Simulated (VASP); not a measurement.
Set up this calculation in VASP 6.6.1, as the native input.

```
Task                               : single point
Functional                         : HSE06
Potentials or basis                : VASP PAW PBE potentials, release 64 (Be, S)
Cutoff                             : 520 eV
k mesh                             : 6 × 6 × 6
Occupations                        : gaussian, width 0.02 eV
Spin                               : no spin polarisation
Dipole correction                  : no
Grid for exact exchange (PRECFOCK) : Normal
Further INCAR settings             : ALGO = Normal; EDIFF = 1e-07; NBANDS = 11
Share of exact exchange            : 0.25
Screening parameter                : 0.2079 1/Å
```

BeS:

```
CELL_PARAMETERS angstrom
0.00000 2.43807 2.43807
2.43807 0.00000 2.43807
2.43807 2.43807 0.00000
ATOMIC_POSITIONS crystal
Be 0.00000 0.00000 0.00000
S 0.75000 0.75000 0.75000
```

These files were run (other wordings do the same):

POSCAR

```
BeS
1.0
    0.0000000000      2.4380675047      2.4380675047
    2.4380675047      0.0000000000      2.4380675047
    2.4380675047      2.4380675047      0.0000000000
Be S
1 1
Direct
    0.0000000000      0.0000000000      0.0000000000
    0.7500000000      0.7500000000      0.7500000000
```

INCAR.step1

```
SYSTEM = BeS
  ALGO = Normal
  EDIFF = 1E-5
  ENCUT = 520
  GGA = PE
  ISIF = 2
  ISMEAR = 0
  LASPH = .True.
  LCHARG = .False.
  LREAL = .False.
  LWAVE = .True.
  NBANDS = 11
  NELM = 80
  PREC = Accurate
  SIGMA = 0.02
```

INCAR.step2

```
SYSTEM = BeS
  ALGO = Normal
  EDIFF = 1E-7
  ENCUT = 520
  GGA = PE
  HFSCREEN = 0.2079
  ISIF = 2
  ISMEAR = 0
  ISTART = 1
  LASPH = .True.
  LCHARG = .False.
  LHFCALC = .True.
  LREAL = .False.
  LWAVE = .False.
  NBANDS = 11
  NELM = 80
  PREC = Accurate
  PRECFOCK = Normal
  SIGMA = 0.02
```

KPOINTS

```
k-points
0
Gamma
  6 6 6
  0 0 0
```

Potentials or basis: VASP PAW PBE potentials, release 64 (Be, S).

Command:

```bash
$ cat potpaw_PBE.64/Be/POTCAR potpaw_PBE.64/S/POTCAR > POTCAR
$ cp INCAR.step1 INCAR
$ mpirun -np 1 vasp_std > vasp.out
$ cp INCAR.step2 INCAR
$ mpirun -np 1 vasp_std > vasp.out
```

Results of the run:

```yaml
Pressure: -1.5 GPa
Band_gap_on_the_k_mesh: 4.09 eV (least direct gap 6.87 eV)
```

Caveat: the PAW data sets were made with another functional, which shifts forces and pressure a little.

Run time: 5.9 min on 1 thread of AMD EPYC 7R13 Processor (Zen 3), on a shared host, peak memory 0.23 GiB.
